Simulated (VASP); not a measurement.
Input of a VASP 6.6.1 run:

INCAR

```
SYSTEM = MgO
  PREC = Accurate
  ENCUT = 520
  EDIFF = 1E-7
  ISMEAR = 0
  SIGMA = 0.02
  LREAL = .False.
  LASPH = .True.
  NELM = 120
  ALGO = Normal
  ISIF = 2
  LWAVE = .False.
  LCHARG = .False.
  GGA = PE
  IBRION = 2
  NSW = 60
  EDIFFG = -0.002
  GGA_COMPAT = .False.
  NELMIN = 4
```

Contents of KPOINTS:

```
regular mesh
0
Gamma
  8 8 8
  0 0 0
```

POSCAR

```
MgO
1.0
    0.0000000000      2.1059355641      2.1399708864
    2.1059355641      0.0000000000      2.1399708864
    2.1059355641      2.1059355641      0.0000000000
Mg O
1 1
Direct
    0.0000000000      0.0000000000      0.0000000000
    0.5000000000      0.5000000000      0.5000000000
```

Potentials or basis: VASP PAW PBE potentials, release 64 (Mg, O).

Command:

```console
$ cat potpaw_PBE.64/Mg/POTCAR potpaw_PBE.64/O/POTCAR > POTCAR
$ mpirun -np 1 vasp_std > vasp.out
```

(1) Estimate the band gap on the k mesh.

## Answers

(1) 4.55 eV, direct.

Caveat: the cell differs from its parent crystal (strained cell); the relaxation stopped at its first step, so nothing moved.
